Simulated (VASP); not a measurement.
# Mo (P6_3/mmc) in VASP: notebook, part 3 of 3

VASP 6.6.1.

**5. Relaxation of cell and atoms, revPBE**

This run uses another cell than the first one, of 15.59 Å³/atom.

INCAR

```
SYSTEM = Mo
PREC = Accurate
ENCUT = 600
EDIFF = 1E-7
ISMEAR = -1
SIGMA = 0.1
LREAL = .False.
LASPH = .True.
NELM = 80
ALGO = Normal
ISIF = 3
LWAVE = .False.
LCHARG = .False.
GGA = RE
IBRION = 2
NSW = 80
EDIFFG = -0.01
```

KPOINTS

```
regular mesh
0
Gamma
  13 13 7
  0 0 0
```

POSCAR

```
Mo
1.0
    2.8039216218      0.0000000000      0.0000000000
   -1.4019608109      2.4282673547      0.0000000000
    0.0000000000      0.0000000000      4.5788040084
Mo
2
Direct
    0.3333333333      0.6666666667      0.2500000000
    0.6666666667      0.3333333333      0.7500000000
```

Potentials or basis: VASP PAW PBE potentials, release 64 (Mo_sv).

On the command line:

```
$ cat potpaw_PBE.64/Mo_sv/POTCAR > POTCAR
$ mpirun -np 1 vasp_std > vasp.out
```

OUTCAR:

```text
SYSTEM = Mo
   PREC = Accurate
   ENCUT = 600
   EDIFF = 1E-7
   ISMEAR = -1
   LREAL = .False.
   LASPH = .True.
   NELM = 80
   ISIF = 3
   GGA = RE
   IBRION = 2
   NSW = 80
   EDIFFG = -0.01

 ion  position               nearest neighbor table
   1  0.333  0.667  0.250-   2 2.80   2 2.80   2 2.80   2 2.80   2 2.80   2 2.80
   2  0.667  0.333  0.750-   1 2.80   1 2.80   1 2.80   1 2.80   1 2.80   1 2.80

  LATTYP: Found a hexagonal cell.
 ALAT       =     2.8039216218
 C/A-ratio  =     1.6330000000

  Lattice vectors:

 A1 = (   2.8039216218,   0.0000000000,   0.0000000000)
 A2 = (  -1.4019608109,   2.4282673547,   0.0000000000)
 A3 = (   0.0000000000,   0.0000000000,   4.5788040084)

Analysis of symmetry for initial positions (statically):
=====================================================================
 Subroutine PRICEL returns:
 Original cell was already a primitive cell.

 Routine SETGRP: Setting up the symmetry group for a
 hexagonal supercell.

 Subroutine GETGRP returns: Found 24 space group operations
 (whereof 12 operations were pure point group operations)
 out of a pool of 24 trial point group operations.

The static configuration has the point symmetry D_3d.
 The point group associated with its full space group is D_6h.

Analysis of symmetry for dynamics (positions and initial velocities):
=====================================================================
 Subroutine PRICEL returns:
 Original cell was already a primitive cell.

 Routine SETGRP: Setting up the symmetry group for a
 hexagonal supercell.

 Subroutine GETGRP returns: Found 24 space group operations
 (whereof 12 operations were pure point group operations)
 out of a pool of 24 trial point group operations.

The dynamic configuration has the point symmetry D_3d.
 The point group associated with its full space group is D_6h.

 Subroutine INISYM returns: Found 24 space group operations
 (whereof 12 operations are pure point group operations),
 and found     1 'primitive' translations

----------------------------------------------------------------------------------------

                                     Primitive cell

  volume of cell :      31.1756

  direct lattice vectors                    reciprocal lattice vectors
     2.803921622  0.000000000  0.000000000     0.356643350  0.205908134  0.000000000
    -1.401960811  2.428267355  0.000000000     0.000000000  0.411816268  0.000000000
     0.000000000  0.000000000  4.578804008     0.000000000  0.000000000  0.218397642

  length of vectors
     2.803921622  2.803921622  4.578804008     0.411816268  0.411816268  0.218397642

  position of ions in fractional coordinates (direct lattice)
     0.333333333  0.666666667  0.250000000
     0.666666667  0.333333333  0.750000000

  ion indices of the primitive-cell ions
   primitive index   ion index
                 1           1
                 2           2

----------------------------------------------------------------------------------------

[... 60 lines left out ...]
   PREC   = accura    normal or accurate (medium, high low for compatibility)
   ISTART =      0    job   : 0-new  1-cont  2-samecut
   ICHARG =      2    charge: 1-file 2-atom 10-const
   ISPIN  =      1    spin polarized calculation?
   LNONCOLLINEAR =      F non collinear calculations
   LSORBIT =      F    spin-orbit coupling
   LASPH  =      T    aspherical Exc in radial PAW
   ENCUT  =  600.0 eV  44.10 Ry    6.64 a.u.   5.60  5.60  9.15*2*pi/ulx,y,z
   NELM   =     80;   NELMIN=  2; NELMDL= -5     # of ELM steps
   EDIFF  = 0.1E-06   stopping-criterion for ELM
   LREAL  =      F    real-space projection
   EDIFFG = -.1E-01   stopping-criterion for IOM
   NSW    =     80    number of steps for IOM
   IBRION =      2    ionic relax: 0-MD 1-quasi-New 2-CG
   NFREE  =      1    steps in history (QN), initial steepest desc. (CG)
   ISIF   =      3    stress and relaxation
   ISYM   =      2    0-nonsym 1-usesym 2-fastsym
   POTIM  = 0.5000    time-step for ionic-motion
   TEBEG  =    0.0;   TEEND  =   0.0 temperature during run
   PSTRESS=    0.0 pullay stress
   NELECT =      28.0000    total number of electrons
   NUPDOWN=      -1.0000    fix difference up-down
   EMIN   =  10.00;   EMAX   =-10.00  energy-range for DOS
   EFERMI =   0.00;   METHOD = LEGACY
   ISMEAR =    -1;   SIGMA  =   0.10  broadening in eV -4-tet -1-fermi 0-gaus
   EFERMI_NEDOS =   21; number of points for ismear=-14 and -15
   IALGO  =     38    algorithm
   IMIX   =      4    mixing-type and parameters
     AMIX     =   0.40;   BMIX     =  1.00
     AMIX_MAG =   1.60;   BMIX_MAG =  1.00
  volume/ion in A,a.u.               =      15.59       105.19
  Fermi-wavevector in a.u.,A,eV,Ry     =   1.579511  2.984843 33.944570  2.494856
  Thomas-Fermi vector in A             =   2.679879
   LORBIT       =      0    0 simple, 1 ext, 2 COOP (PROOUT), +10 PAW based schemes
   GGA     = RE    functional components
   LHFCALC =     F    Hartree Fock is set to
   AEXX    =    0.0000 exact exchange contribution
   IVDW    =     0    specifies the selected vdW correction
   LEPSILON=     F    determine dielectric tensor
   LRPA    =     F    only Hartree local field effects (RPA)
 conjugate gradient relaxation of ions
 non-spin polarized calculation
  energy-cutoff  :      600.00
  volume of cell :       31.18
 maximum number of plane-waves:      1063
 NGX is ok and might be reduce to    24
   NGX = 11   NGY = 11   NGZ = 19

--------------------------------------- Ionic step        1  -------------------------------------------

 number of electron      28.0000000 magnetization

 Free energy of the ion-electron system (eV)
  ---------------------------------------------------
  ext. energy  EPLUGINS =         0.00000000
  ---------------------------------------------------
  free energy    TOTEN  =       -20.04977403 eV

  energy without entropy =      -19.94686885  energy(sigma->0) =      -19.99832144

------------------------ aborting loop because EDIFF is reached ----------------------------------------

  FORCE on cell =-STRESS in cart. coord.  units (eV):
  Direction    XX          YY          ZZ          XY          YZ          ZX
  --------------------------------------------------------------------------------------
  -------------------------------------------------------------------------------------
  Total        1.6076269      1.6076269      2.4669305      0.0000000      0.0000000      0.0000000
  in kB       82.6192840     82.6192840    126.7806800      0.0000000      0.0000000      0.0000000
  external PRESSURE =      97.3397493 kB  Pullay stress =       0.0000000 kB
[... 89 lines left out ...]
  FREE ENERGIE OF THE ION-ELECTRON SYSTEM (eV)
  ---------------------------------------------------
  free  energy   TOTEN  =       -20.0907175438 eV

  energy  without entropy=      -19.9818033958  energy(sigma->0) =      -20.03626047

[... ionic steps 4 to 7 ...]

--------------------------------------- Ionic step        8  -------------------------------------------

 number of electron      27.9999996 magnetization

------------------------ aborting loop because EDIFF is reached ----------------------------------------
[... 67 lines left out ...]
--------------------------------------- Ionic step       10  -------------------------------------------

 number of electron      27.9999996 magnetization

 Free energy of the ion-electron system (eV)
  ---------------------------------------------------
  ext. energy  EPLUGINS =         0.00000000
  ---------------------------------------------------
  free energy    TOTEN  =       -20.13837714 eV

  energy without entropy =      -20.04632782  energy(sigma->0) =      -20.09235248

 E-fermi :  11.6920     XC(G=0): -13.0806

 val. band max:       11.6908869033   @ k =   0.0769   0.0769   0.0000
 cond. band min:      11.6929675726   @ k =   0.1538   0.0769   0.0000
 fundamental gap:      0.0020806693
 Fermi energy:        11.6919614640

 k-point     1 :       0.0000    0.0000    0.0000
  band No.  band energies     occupation
      1     -49.1777      2.00000
      2     -49.0294      2.00000
      3     -23.7192      2.00000
      4     -22.7153      2.00000
      5     -22.5563      2.00000
      6     -22.5563      2.00000
[... 481 lines left out ...]
      5     -22.8017      2.00000
      6     -22.6940      2.00000
[... 10 lines left out ...]
     17      12.6291      0.00017
     18      12.8301      0.00002

 [... further k-points ...]

------------------------ aborting loop because EDIFF is reached ----------------------------------------

  FORCE on cell =-STRESS in cart. coord.  units (eV):
  Direction    XX          YY          ZZ          XY          YZ          ZX
  --------------------------------------------------------------------------------------
  -------------------------------------------------------------------------------------
  Total       -0.0009337     -0.0009337      0.0025214      0.0000000      0.0000000      0.0000000
  in kB       -0.0458664     -0.0458664      0.1238644      0.0000000      0.0000000      0.0000000
  external PRESSURE =       0.0107105 kB  Pullay stress =       0.0000000 kB
[... 17 lines left out ...]
  FREE ENERGIE OF THE ION-ELECTRON SYSTEM (eV)
  ---------------------------------------------------
  free  energy   TOTEN  =       -20.1383771357 eV

  energy  without entropy=      -20.0463278232  energy(sigma->0) =      -20.09235248

 reached required accuracy - stopping structural energy minimisation
```

CONTCAR:

```text
Mo
   1.00000000000000
     2.7693676606258757   -0.0000000000000000   -0.0000000000000000
    -1.3846838303129378    2.3983427465217981   -0.0000000000000000
    -0.0000000000000000   -0.0000000000000000    4.9104616803349126
  Mo
     2
Direct
     0.3333333332999970    0.6666666667000030    0.2500000000000000
     0.6666666667000030    0.3333333332999970    0.7500000000000000

  0.00000000E+00  0.00000000E+00  0.00000000E+00
  0.00000000E+00  0.00000000E+00  0.00000000E+00
```

Wall time 4.1 min (1 thread of Intel Xeon Platinum 8488C (Sapphire Rapids), shared host); peak memory 0.2 GiB.

Results:

```yaml
Free_energy: -20.1384 eV
Relaxed_volume: 16.31 Å³/atom
Relaxed_cell: a = 2.769 Å, b = 2.769 Å, c = 4.910 Å, α = 90.00°, β = 90.00°, γ = 120.00°
Space_group_after_relaxing_to_0.1_Å: P6_3/mmc (No. 194)
Energy_gained_by_relaxing: 44.3 meV/atom
Ionic_steps: 10
Pressure_after_relaxing: 0.0 GPa
Band_gap_on_the_k_mesh: zero (bands 14 and 15 overlap by 1.60 eV)
```

Step by step:
```
step  energy change (eV)  largest force (eV/Å)  pressure (GPa)  volume (Å³)
   1              0.0000                0.0000            9.73        31.18
   2              0.1387                0.0000          -17.65        35.64
   3             -0.0409                0.0000           -0.85        32.55
   4             -0.0410                0.0000           -0.58        32.52
   5             -0.0616                0.0000           -0.77        32.58
   6             -0.0882                0.0000           -0.56        32.68
   7             -0.0883                0.0000           -0.42        32.69
   8             -0.0885                0.0000           -0.49        32.68
   9             -0.0875                0.0000            1.57        32.40
  10             -0.0886                0.0000            0.00        32.61
```

Final structure:
```yaml
crystal:
  lattice:
    - [2.76937, 0.00000, 0.00000]
    - [-1.38468, 2.39834, 0.00000]
    - [0.00000, 0.00000, 4.91046]
  atoms:
    - { symbol: Mo, position: [0.33333, 0.66667, 0.25000] }
    - { symbol: Mo, position: [0.66667, 0.33333, 0.75000] }
```

Levels at points of the mesh, in eV from the Fermi level:
| k point | band 12 | band 13 | band 14 | band 15 | band 16 | band 17 |
| --- | --- | --- | --- | --- | --- | --- |
| (0.00, 0.00, 0.00) | -0.63 | -0.63 | -0.14 | -0.14 | 0.58 | 1.41 |

Caveat: the PAW data sets were made with another functional, which shifts forces and pressure a little.

**6. Single point, revPBE**

This run uses another cell than the first one, of 16.28 Å³/atom.

INCAR

```
PREC = Accurate
ENCUT = 520
EDIFF = 1E-6
ISMEAR = -1
SIGMA = 0.1
LREAL = F
LASPH = T
NELM = 80
ALGO = Normal
ISIF = 2
LWAVE = F
LCHARG = F
GGA = RE
NBANDS = 21
```

KPOINTS

```
regular mesh
0
Gamma
  21 21 11
```

POSCAR

```
Mo
1.0
    2.7677954138      0.0000000000      0.0000000000
   -1.3838977069      2.3969811408      0.0000000000
    0.0000000000      0.0000000000      4.9088966175
Mo
2
Direct
    0.3333333333      0.6666666667      0.2500000000
    0.6666666667      0.3333333333      0.7500000000
```

Potentials or basis: VASP PAW PBE potentials, release 64 (Mo_sv).

On the command line:

```
$ cat potpaw_PBE.64/Mo_sv/POTCAR > POTCAR
$ mpirun -np 1 vasp_std > vasp.out
```

Run time: 2.1 min. Hardware: 1 thread of Intel Xeon Platinum 8488C (Sapphire Rapids), shared host; peak memory 0.28 GiB.

The run converged. Its results:

```
Free energy            : -20.1420 eV
Pressure               : 0.5 GPa
Band gap on the k mesh : zero (bands 14 and 15 overlap by 1.88 eV)
```

Levels at points of the mesh, in eV from the Fermi level:
```tsv
k point	band 11	band 12	band 13	band 14	band 15	band 16	band 17	band 18
(0.00, 0.00, 0.00)	-1.67	-0.63	-0.63	-0.14	-0.14	0.58	1.42	1.42
```

Caveat: the PAW data sets were made with another functional, which shifts forces and pressure a little.

**7. Summary**

```csv
task,cell,k mesh,cutoff (eV),gap on the mesh (eV),pressure (GPa)
single point,"a = 2.804, b = 2.804, c = 4.973 Å, angles 90.0, 90.0, 120.0°, 2 atoms",15 × 15 × 7,520,none,-8.0
single point,"a = 2.840, b = 2.840, c = 5.036 Å, angles 90.0, 90.0, 120.0°, 2 atoms",15 × 15 × 7,520,none,-14.8
single point,"a = 2.874, b = 2.874, c = 5.098 Å, angles 90.0, 90.0, 120.0°, 2 atoms",15 × 15 × 7,520,none,-20.3
relaxation of cell and atoms,"relaxed from a = 2.804, b = 2.804, c = 4.579 Å, angles 90.0, 90.0, 120.0°, 2 atoms",13 × 13 × 7,600,none,0.0
single point,"a = 2.768, b = 2.768, c = 4.909 Å, angles 90.0, 90.0, 120.0°, 2 atoms",21 × 21 × 11,520,none,0.5
```

Alike in all rows: level revPBE; potentials or basis VASP PAW PBE potentials, release 64 (Mo_sv); no spin polarisation; smearing fermi-dirac 0.1 eV.

Caveats: the PAW data sets were made with another functional, which shifts forces and pressure a little; the cell stands under tension (at least some runs).

Absolute energies hang on the potentials; compare differences alone.
